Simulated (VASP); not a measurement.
A run of VASP 6.6.1 is set up as follows.

The input INCAR:

```
PREC = Accurate
ENCUT = 500
EDIFF = 1E-7
ISMEAR = 0
SIGMA = 0.1
LREAL = F
LASPH = T
NELM = 120
ALGO = Normal
ISIF = 3
LWAVE = F
LCHARG = F
GGA = PS
IBRION = 2
NSW = 70
EDIFFG = -0.004
PSTRESS = 4000.0
GGA_COMPAT = F
NELMIN = 4
```

KPOINTS

```
Automatic mesh
0
Gamma
  22 22 22
```

POSCAR

```
Na
1.0
    0.0000000000      1.4682824472      1.4682824472
    1.4682824472      0.0000000000      1.4682824472
    1.4682824472      1.4682824472      0.0000000000
Na
1
Direct
    0.0000000000      0.0000000000      0.0000000000
```

Potentials or basis: VASP PAW PBE potentials, release 64 (Na_pv).

Run with:

```bash
$ cat potpaw_PBE.64/Na_pv/POTCAR > POTCAR
$ mpirun -np 1 vasp_std > vasp.out
```

**Question.** Predict the relaxed cell.

**Answer.** a = 2.079 Å, b = 2.079 Å, c = 2.079 Å, α = 60.00°, β = 60.00°, γ = 60.00°.

**Question.** Estimate the relaxed volume.

**Answer.** 6.36 Å³/atom.

The path:
```csv
step,energy change (eV),largest force (eV/Å),pressure (GPa),volume (Å³)
1,0.0000,0.0000,404.45,6.33
2,-0.3969,0.0000,378.62,6.49
3,-0.0683,0.0000,399.97,6.36
```

Caveat: the cell is relaxed towards a set pressure, so the run minimises the enthalpy, not the energy; atoms lie so close that the PAW spheres overlap strongly, which falsifies energies and pressures; the PAW data sets were made with another functional, which shifts forces and pressure a little.
